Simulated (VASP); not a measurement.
# CdHg2Se3 in VASP: a series of runs

Runs on CdHg2Se3. Level: PBE. Tasks: single point.

Everything below comes from runs of VASP 6.6.1. Logs are shortened: lines on timing, memory, paths and dates and some standing lists are left out, and cuts for length are marked.

## Step 1: The cell of the first run

It takes space group C2 (No. 5, monoclinic). The conventional cell has a = 7.353 Å, b = 4.733 Å, c = 10.064 Å, α = 90.00°, β = 95.62°, γ = 90.00°. Cd (site symmetry 2) has 4 Se at 2.68 to 2.76 Å within 3.5 Å. Within 4.3 Å of Hg (site symmetry 1) lie 6 Se at 2.51 to 3.64 Å and 1 Hg at 3.82 Å and 3 Cd at 4.04 to 4.29 Å. Se (site symmetry 2) has 4 Hg at 2.52 to 3.38 Å within 3.4 Å. Within 3.3 Å of Se (site symmetry 1) lie 1 Hg at 2.51 Å and 2 Cd at 2.68 to 2.76 Å.

## Step 2: Single point, PBE

Input file INCAR:

```
SYSTEM = CdHg2Se3
PREC = Accurate
ENCUT = 520
EDIFF = 1E-6
ISMEAR = 0
SIGMA = 0.1
LREAL = .False.
LASPH = .True.
NELM = 60
ALGO = Normal
ISIF = 2
LWAVE = .False.
LCHARG = .True.
GGA = PE
LELF = .True.
LVHAR = .True.
NBANDS = 36
```

Input file KPOINTS:

```
Automatic mesh
0
Gamma
  4 4 2
  0 0 0
```

Input file POSCAR:

```
CdHg2Se3
1.0
    3.6762645000     -2.3664497000      0.0000000000
    3.6762645000      2.3664497000      0.0000000000
   -0.9860705000      0.0000000000     10.0152070000
Cd Hg Se
1 2 3
Direct
    0.3626760000      0.6373240000      0.0000000000
    0.9961470000      0.2820260000      0.6706310000
    0.7179740000      0.0038530000      0.3293690000
    0.5110200000      0.4889800000      0.5000000000
    0.9466300000      0.5344470000      0.1540750000
    0.4655530000      0.0533700000      0.8459250000
```

Potentials or basis: VASP PAW PBE potentials, release 64 (Cd, Hg, Se).

Started as:

```sh
cat potpaw_PBE.64/Cd/POTCAR potpaw_PBE.64/Hg/POTCAR potpaw_PBE.64/Se/POTCAR > POTCAR
mpirun -np 1 vasp_std > vasp.out
```

OUTCAR:

```text
SYSTEM = CdHg2Se3
   PREC = Accurate
   ENCUT = 520
   EDIFF = 1E-6
   ISMEAR = 0
   LREAL = .False.
   LASPH = .True.
   NELM = 60
   ISIF = 2
   GGA = PE

 ion  position               nearest neighbor table
   1  0.363  0.637  0.000-   5 2.68   6 2.68   5 2.76   6 2.76
   2  0.996  0.282  0.671-   6 2.51   4 2.52   3 3.82
   3  0.718  0.004  0.329-   5 2.51   4 2.52   2 3.82
   4  0.511  0.489  0.500-   2 2.52   3 2.52
   5  0.947  0.534  0.154-   3 2.51   1 2.68   1 2.76
   6  0.466  0.053  0.846-   2 2.51   1 2.68   1 2.76

  LATTYP: Found a base centered monoclinic cell.
 ALAT       =     7.3525290000
 B/A-ratio  =     0.6437104022
 C/A-ratio  =     1.3687307941
 COS(beta)  =    -0.0979835527

  Lattice vectors:

 A1 = (   3.6762645000,  -2.3664497000,   0.0000000000)
 A2 = (   3.6762645000,   2.3664497000,   0.0000000000)
 A3 = (  -0.9860705000,   0.0000000000,  10.0152070000)

Analysis of symmetry for initial positions (statically):
=====================================================================
 Subroutine PRICEL returns:
 Original cell was already a primitive cell.

 Routine SETGRP: Setting up the symmetry group for a
 base centered monoclinic supercell.

 Subroutine GETGRP returns: Found  2 space group operations
 (whereof  2 operations were pure point group operations)
 out of a pool of  4 trial point group operations.

The static configuration has the point symmetry C_2 .

Analysis of symmetry for dynamics (positions and initial velocities):
=====================================================================
 Subroutine PRICEL returns:
 Original cell was already a primitive cell.

 Routine SETGRP: Setting up the symmetry group for a
 base centered monoclinic supercell.

 Subroutine GETGRP returns: Found  2 space group operations
 (whereof  2 operations were pure point group operations)
 out of a pool of  4 trial point group operations.

The dynamic configuration has the point symmetry C_2 .

 Subroutine INISYM returns: Found  2 space group operations
 (whereof  2 operations are pure point group operations),
 and found     1 'primitive' translations

----------------------------------------------------------------------------------------

                                     Primitive cell
[... 87 lines left out ...]
   NELM   =     60;   NELMIN=  2; NELMDL= -5     # of ELM steps
   EDIFF  = 0.1E-05   stopping-criterion for ELM
   LREAL  =      F    real-space projection
   EDIFFG = 0.1E-04   stopping-criterion for IOM
   NSW    =      0    number of steps for IOM
   IBRION =     -1    ionic relax: 0-MD 1-quasi-New 2-CG
   NFREE  =      0    steps in history (QN), initial steepest desc. (CG)
   ISIF   =      2    stress and relaxation
   ISYM   =      2    0-nonsym 1-usesym 2-fastsym
   POTIM  = 0.5000    time-step for ionic-motion
   TEBEG  =    0.0;   TEEND  =   0.0 temperature during run
   PSTRESS=    0.0 pullay stress
   NELECT =      54.0000    total number of electrons
   NUPDOWN=      -1.0000    fix difference up-down
   EMIN   =  10.00;   EMAX   =-10.00  energy-range for DOS
   EFERMI =   0.00;   METHOD = LEGACY
   ISMEAR =     0;   SIGMA  =   0.10  broadening in eV -4-tet -1-fermi 0-gaus
   EFERMI_NEDOS =   21; number of points for ismear=-14 and -15
   IALGO  =     38    algorithm
   IMIX   =      4    mixing-type and parameters
     AMIX     =   0.40;   BMIX     =  1.00
     AMIX_MAG =   1.60;   BMIX_MAG =  1.00
  volume/ion in A,a.u.               =      29.04       195.99
  Fermi-wavevector in a.u.,A,eV,Ry     =   1.107834  2.093503 16.698384  1.227297
  Thomas-Fermi vector in A             =   2.244354
   LORBIT       =      0    0 simple, 1 ext, 2 COOP (PROOUT), +10 PAW based schemes
   GGA     = PE    functional components
   LHFCALC =     F    Hartree Fock is set to
   AEXX    =    0.0000 exact exchange contribution
   IVDW    =     0    specifies the selected vdW correction
   LEPSILON=     F    determine dielectric tensor
   LRPA    =     F    only Hartree local field effects (RPA)
 non-spin polarized calculation
 Gauss-broadening in eV      SIGMA  =   0.10
  energy-cutoff  :      520.00
  volume of cell :      174.26
 maximum number of plane-waves:      4728
 NGX is ok and might be reduce to    36

 number of electron      54.0000004 magnetization

 Free energy of the ion-electron system (eV)
  ---------------------------------------------------
  ext. energy  EPLUGINS =         0.00000000
  ---------------------------------------------------
  free energy    TOTEN  =       -13.35274684 eV

  energy without entropy =      -13.35274684  energy(sigma->0) =      -13.35274684

 E-fermi :   1.5067     XC(G=0):  -8.9947

 val. band max:        1.0774811304   @ k =   0.0000   0.0000   0.5000
 cond. band min:       2.0287927508   @ k =   0.0000   0.0000   0.0000
 fundamental gap:      0.9513116204
 Fermi energy:         1.5067156246

 k-point     1 :       0.0000    0.0000    0.0000
  band No.  band energies     occupation
      1     -11.7788      2.00000
      2     -11.1237      2.00000
      3     -11.1085      2.00000
      4      -6.8552      2.00000
      5      -6.7138      2.00000
      6      -6.6709      2.00000
[... 535 lines left out ...]
     35       7.9308      0.00000
     36       8.3085      0.00000

------------------------ aborting loop because EDIFF is reached ----------------------------------------

  FORCE on cell =-STRESS in cart. coord.  units (eV):
  Direction    XX          YY          ZZ          XY          YZ          ZX
  --------------------------------------------------------------------------------------
  -------------------------------------------------------------------------------------
  Total        0.3416697      0.4622334      0.3969263      0.0000000      0.0000000      0.1026445
  in kB        3.1413990      4.2498926      3.6494426      0.0000000      0.0000000      0.9437398
  external PRESSURE =       3.6802448 kB  Pullay stress =       0.0000000 kB

 VOLUME and BASIS-vectors are now :
 -----------------------------------------------------------------------------
  energy-cutoff  :      520.00
  volume of cell :      174.26
      direct lattice vectors                 reciprocal lattice vectors
     3.676264500 -2.366449700  0.000000000     0.136007624 -0.211286976  0.013390947
     3.676264500  2.366449700  0.000000000     0.136007624  0.211286976  0.013390947
    -0.986070500  0.000000000 10.015207000     0.000000000  0.000000000  0.099848161

 POSITION                                       TOTAL-FORCE (eV/Angst)
 -----------------------------------------------------------------------------------
      3.67626      0.64994      0.00000         0.000000      0.005533      0.000000
      4.03761     -1.68993      6.71651         0.003806     -0.000838      0.000695
      2.32885     -1.68993      3.29870        -0.003806     -0.000838     -0.000695
      3.18323     -0.05216      5.00760        -0.000000      0.081724      0.000000
      5.29290     -0.97541      1.54309        -0.012311     -0.042790     -0.024243
      1.07356     -0.97541      8.47211         0.012311     -0.042790      0.024243
 -----------------------------------------------------------------------------------
    total drift:                                0.000000      0.000130      0.000000

  FREE ENERGIE OF THE ION-ELECTRON SYSTEM (eV)
  ---------------------------------------------------
  free  energy   TOTEN  =       -13.3527468434 eV

  energy  without entropy=      -13.3527468433  energy(sigma->0) =      -13.35274684
```

OSZICAR:

```text
N       E                     dE             d eps       ncg     rms          rms(c)
DAV:   1     0.378028540711E+03    0.37803E+03   -0.25167E+04  1008   0.135E+03
DAV:   2     0.950468094188E+01   -0.36852E+03   -0.35562E+03  1072   0.324E+02
DAV:   3    -0.143795460925E+02   -0.23884E+02   -0.23688E+02  1200   0.794E+01
DAV:   4    -0.146481444211E+02   -0.26860E+00   -0.26800E+00  1104   0.778E+00
DAV:   5    -0.146499296465E+02   -0.17852E-02   -0.17850E-02  1116   0.652E-01    0.106E+01
DAV:   6    -0.133930714492E+02    0.12569E+01   -0.25654E+00  1216   0.137E+01    0.817E+00
DAV:   7    -0.133619049066E+02    0.31167E-01   -0.97372E-01  1088   0.409E+00    0.369E+00
DAV:   8    -0.133548496880E+02    0.70552E-02   -0.11122E-01  1056   0.270E+00    0.521E-01
DAV:   9    -0.133526194905E+02    0.22302E-02   -0.19033E-02  1072   0.124E+00    0.167E-01
DAV:  10    -0.133526703858E+02   -0.50895E-04   -0.12763E-03  1096   0.230E-01    0.110E-01
DAV:  11    -0.133527281599E+02   -0.57774E-04   -0.40207E-04  1172   0.123E-01    0.365E-02
DAV:  12    -0.133527498876E+02   -0.21728E-04   -0.63328E-05  1060   0.476E-02    0.237E-02
DAV:  13    -0.133527484708E+02    0.14168E-05   -0.19369E-06   956   0.805E-03    0.144E-02
DAV:  14    -0.133527467616E+02    0.17093E-05   -0.60701E-06  1060   0.154E-02    0.122E-03
DAV:  15    -0.133527468434E+02   -0.81782E-07   -0.76846E-07   532   0.440E-03
   1 F= -.13352747E+02 E0= -.13352747E+02  d E =-.192295E-10
```

Wall time 3.3 min (1 thread of Intel Xeon 8259CL, shared host); peak memory 0.35 GiB.

Results:

```
Free energy            : -13.3527 eV
Pressure               : 0.4 GPa
Largest force          : 0.082 eV/Å
Band gap on the k mesh : 0.95 eV (least direct gap 0.98 eV)
```

Forces on the atoms (eV/Å):
```
Cd   0.000  0.006  0.000
Hg   0.004 -0.001  0.001
Hg  -0.004 -0.001 -0.001
Se   0.000  0.082  0.000
Se  -0.012 -0.043 -0.024
Se   0.012 -0.043  0.024
```

Stress tensor (GPa, compression positive):
```
0.31 0.00 0.09
0.00 0.42 0.00
0.09 0.00 0.36
```

Levels at points of the mesh, in eV from the valence-band top:
| k point | band 24 | band 25 | band 26 | band 27 | band 28 | band 29 | band 30 | band 31 |
| --- | --- | --- | --- | --- | --- | --- | --- | --- |
| (0.00, 0.00, 0.00) | -0.88 | -0.47 | -0.30 | -0.03 | 0.95 | 2.72 | 2.92 | 3.95 |
| (0.50, 0.00, 0.00) | -1.55 | -1.22 | -0.62 | -0.45 | 1.57 | 2.54 | 2.76 | 3.55 |
| (0.50, 0.50, 0.00) | -1.92 | -1.24 | -1.18 | -0.99 | 1.75 | 2.55 | 2.62 | 3.00 |
| (0.00, 0.00, 0.50) | -0.93 | -0.46 | -0.30 | 0.00 | 1.77 | 2.00 | 2.71 | 3.93 |
| (0.50, 0.00, 0.50) | -1.52 | -1.17 | -0.63 | -0.45 | 1.68 | 2.45 | 3.22 | 3.40 |
| (0.50, 0.50, 0.50) | -1.89 | -1.88 | -1.17 | -0.76 | 1.84 | 2.50 | 2.54 | 3.72 |

Caveat: spin-orbit coupling is left out, which moves the levels of the heavy elements. A k mesh can miss the band edges.

## Step 3: Single point, PBE

This run uses another cell than the first one: it holds 12 atoms, not 6.

Input file INCAR:

```
SYSTEM = CdHg2Se3
ALGO = Normal
EDIFF = 1E-6
ENCUT = 520
GGA = PE
ISIF = 2
ISMEAR = 0
LASPH = .TRUE.
LCHARG = .TRUE.
LELF = .TRUE.
LREAL = .FALSE.
LVHAR = .TRUE.
LWAVE = .FALSE.
NBANDS = 66
NELM = 60
PREC = Accurate
SIGMA = 0.1
```

Input file KPOINTS:

```
k-points
0
G
  4 2 2
  0 0 0
```

Input file POSCAR:

```
CdHg2Se3
1.0
    3.6993885952     -2.3626265004      0.0102572526
    3.6746222615      7.0483002343      0.0092767319
   -0.9644634629      0.0015368913      9.9957795030
Cd Hg Se
2 4 6
Direct
    0.6827651403      0.3198617146      0.0009018354
    0.1858070995      0.8188035355      0.0010705002
    0.1339404771      0.1427585617      0.6709617163
    0.6375970774      0.6446248280      0.6709030521
    0.7193194874     -0.0005117398      0.3298900007
    0.2158468507      0.4989283103      0.3305969787
    0.7548966356      0.2457549207      0.4986376952
    0.2548199085      0.7456800918      0.4992851452
    0.2136869033      0.2648424326      0.1535808753
    0.7169164333      0.7641950882      0.1538378775
    0.4913042709      0.0276760004      0.8453193419
    0.9930997159      0.5273862559      0.8450149816
```

Potentials or basis: VASP PAW PBE potentials, release 64 (Cd, Hg, Se).

Started as:

```sh
cat potpaw_PBE.64/Cd/POTCAR potpaw_PBE.64/Hg/POTCAR potpaw_PBE.64/Se/POTCAR > POTCAR
mpirun -np 1 vasp_std > vasp.out
```

OUTCAR:

```text
SYSTEM = CdHg2Se3
   EDIFF = 1E-6
   ENCUT = 520
   GGA = PE
   ISIF = 2
   ISMEAR = 0
   LASPH = .TRUE.
   LREAL = .FALSE.
   NELM = 60
   PREC = Accurate

 ion  position               nearest neighbor table
   1  0.683  0.320  0.001-   9 2.68  12 2.68   9 2.77  11 2.77
   2  0.186  0.819  0.001-  11 2.68  10 2.68  10 2.77  12 2.77
   3  0.134  0.143  0.671-  11 2.51   7 2.52   5 3.83
   4  0.638  0.645  0.671-  12 2.52   8 2.52   6 3.84
   5  0.719  0.999  0.330-  10 2.52   7 2.52   3 3.83
   6  0.216  0.499  0.331-   9 2.52   8 2.52   7 3.33   4 3.84
   7  0.755  0.246  0.499-   3 2.52   5 2.52   6 3.33
   8  0.255  0.746  0.499-   4 2.52   6 2.52
   9  0.214  0.265  0.154-   6 2.52   1 2.68   1 2.77
  10  0.717  0.764  0.154-   5 2.52   2 2.68   2 2.77
  11  0.491  0.028  0.845-   3 2.51   2 2.68   1 2.77
  12  0.993  0.527  0.845-   4 2.52   1 2.68   2 2.77

  LATTYP: Found a triclinic cell.
 ALAT       =     4.3894857523
 B/A-ratio  =     2.1439776559
 C/A-ratio  =     2.2877852944
 COS(alpha) =     0.0003020814
 COS(beta)  =     0.0786982597
 COS(gamma) =     0.5404630515

[... 202 lines left out ...]
      6     -10.9964      2.00000
[... 817 lines left out ...]
     65       6.2087      0.00000
     66       6.4009      0.00000

------------------------ aborting loop because EDIFF is reached ----------------------------------------

  FORCE on cell =-STRESS in cart. coord.  units (eV):
  Direction    XX          YY          ZZ          XY          YZ          ZX
  --------------------------------------------------------------------------------------
  -------------------------------------------------------------------------------------
  Total        0.2583544      0.7195538      0.7203511     -0.0588105      0.0274833      0.1429670
  in kB        1.1911443      3.3175067      3.3211825     -0.2711463      0.1267119      0.6591500
  external PRESSURE =       2.6099445 kB  Pullay stress =       0.0000000 kB

 VOLUME and BASIS-vectors are now :
 -----------------------------------------------------------------------------
  energy-cutoff  :      520.00
  volume of cell :      347.51
      direct lattice vectors                 reciprocal lattice vectors
     3.699388595 -2.362626500  0.010257253     0.202739757 -0.105723879  0.019578020
     3.674622262  7.048300234  0.009276732     0.067959469  0.106438988  0.006540844
    -0.964463463  0.001536891  9.995779503    -0.000271114  0.000009707  0.100016062

 POSITION                                       TOTAL-FORCE (eV/Angst)
 -----------------------------------------------------------------------------------
      3.70031      0.64136      0.01899         0.006906      0.004660     -0.018417
      3.69513      5.33218      0.02020        -0.009124     -0.002989     -0.008725
      0.37296      0.69079      6.70948         0.005481      0.006883     -0.001310
      4.08041      3.03814      6.71872        -0.003714     -0.015190      0.002772
      6.01562      5.34572      3.31416        -0.010778     -0.001870     -0.001016
      2.31303      3.00714      3.31142         0.002182      0.007611      0.009199
      3.21479     -0.05062      4.99430        -0.003964      0.070402      0.002666
      3.20123      4.65450      5.00028         0.001134      0.081161     -0.012862
      1.61558      1.36206      1.53981        -0.008517     -0.034676     -0.019037
      5.31191      3.69271      1.55217        -0.012861     -0.022843     -0.016813
      1.10394     -0.96440      8.45492         0.027356     -0.049343      0.024977
      4.79682      1.37215      8.46166         0.005900     -0.043805      0.038567
 -----------------------------------------------------------------------------------
    total drift:                               -0.000015     -0.000940     -0.000764

  FREE ENERGIE OF THE ION-ELECTRON SYSTEM (eV)
  ---------------------------------------------------
  free  energy   TOTEN  =       -26.7234877690 eV

  energy  without entropy=      -26.7234877690  energy(sigma->0) =      -26.72348777
```

stdout:

```text
POSCAR found type information on POSCAR CdHgSe
 POSCAR found :  3 types and      12 ions
 scaLAPACK will be used
 LDA part: xc-table for (Slater+PW92), standard interpolation
 POSCAR, INCAR and KPOINTS ok, starting setup
 FFT: planning ... GRIDC
 FFT: planning ... GRID_SOFT
 FFT: planning ... GRID
 WAVECAR not read
 entering main loop
```

It took 11 min on 1 thread of Intel Xeon 8259CL, shared host; peak memory 0.55 GiB.

What came out:

* Free energy: -26.7235 eV
* Pressure: 0.3 GPa
* Largest force: 0.082 eV/Å
* Band gap on the k mesh: 0.94 eV

Forces in eV/Å, atoms in the order of the input:
```
Cd   0.007  0.005 -0.018
Cd  -0.009 -0.003 -0.009
Hg   0.005  0.007 -0.001
Hg  -0.004 -0.015  0.003
Hg  -0.011 -0.002 -0.001
Hg   0.002  0.008  0.009
Se  -0.004  0.070  0.003
Se   0.001  0.081 -0.013
Se  -0.009 -0.035 -0.019
Se  -0.013 -0.023 -0.017
Se   0.027 -0.049  0.025
Se   0.006 -0.044  0.039
```

Caveat: spin-orbit coupling is left out, which moves the levels of the heavy elements.
